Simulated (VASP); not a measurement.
A run of VASP 6.6.1 is set up as follows.

The input INCAR:

```
SYSTEM = Ti
PREC = Accurate
ENCUT = 520
EDIFF = 1E-7
ISMEAR = -1
SIGMA = 0.05
LREAL = .False.
LASPH = .True.
NELM = 60
ALGO = Normal
ISIF = 2
LWAVE = .False.
LCHARG = .False.
GGA = PS
IVDW = 12
NBANDS = 19
```

File KPOINTS:

```
regular mesh
0
Gamma
  10 10 6
  0 0 0
```

POSCAR

```
Ti
1.0
    2.9888202413      0.0000000000      0.0000000000
   -1.4944101206      2.5883942563      0.0000000000
    0.0000000000      0.0000000000      4.7415860099
Ti
2
Direct
    0.6666666667      0.3333333333      0.7500000000
    0.3333333333      0.6666666667      0.2500000000
```

Potentials or basis: VASP PAW PBE potentials, release 64 (Ti_sv).

Run with:

```sh
$ cat potpaw_PBE.64/Ti_sv/POTCAR > POTCAR
$ mpirun -np 1 vasp_std > vasp.out
```

Problem. What does it give for the pressure?

Solution. -14.5 GPa.

Problem. What does it give for the dispersion energy per atom?

Solution. -0.568 eV.

Problem. What does it give for the band gap on the k mesh?

Solution. Zero (band 12 reaches 8.39 eV, above the bottom of band 13 at 7.41 eV).

Stress tensor (GPa, compression positive):
```
-14.29   0.00   0.00
  0.00 -14.29   0.00
  0.00   0.00 -14.80
```

Caveat: the PAW data sets were made with another functional, which shifts forces and pressure a little; pairwise dispersion overbinds metals, which lowers pressure and volume.
